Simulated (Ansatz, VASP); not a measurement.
# Two plane-wave programs on WSe2

```
Se W
1.0
     3.28535    0.00000    0.00000
    -1.64268    2.84520    0.00000
     0.00000    0.00000   20.36986
Se W
2 1
Cartesian
  0.0000 1.8968 8.5000
  0.0000 1.8968 11.8699
  1.6427 0.9484 10.1849
```

Alike in both runs: task relaxation of the atoms; functional PBE; dispersion D3(BJ); k mesh 9 × 9 × 1; occupations gaussian, width 0.05 eV; no spin polarisation.

|  | VASP | Ansatz |
| --- | --- | --- |
| version | VASP 6.6.1 | Ansatz 0.2.0 |
| potentials or method | VASP PAW PBE potentials, release 64 (Se, W_sv), cutoff 520 eV | scalar-relativistic, plane waves, PAW |
| valence electrons in the cell | 26 | 46 |

|  | VASP | Ansatz | Ansatz less VASP |
| --- | --- | --- | --- |
| gap on the k mesh at the Fermi level, each at its own relaxed structure (eV) | 1.67 | 1.67 | -0.001 |

VASP's potentials hold 26 valence electrons a cell and Ansatz's 46, so a difference there can come from the potentials and not from the codes.

Spin-orbit coupling is off throughout.
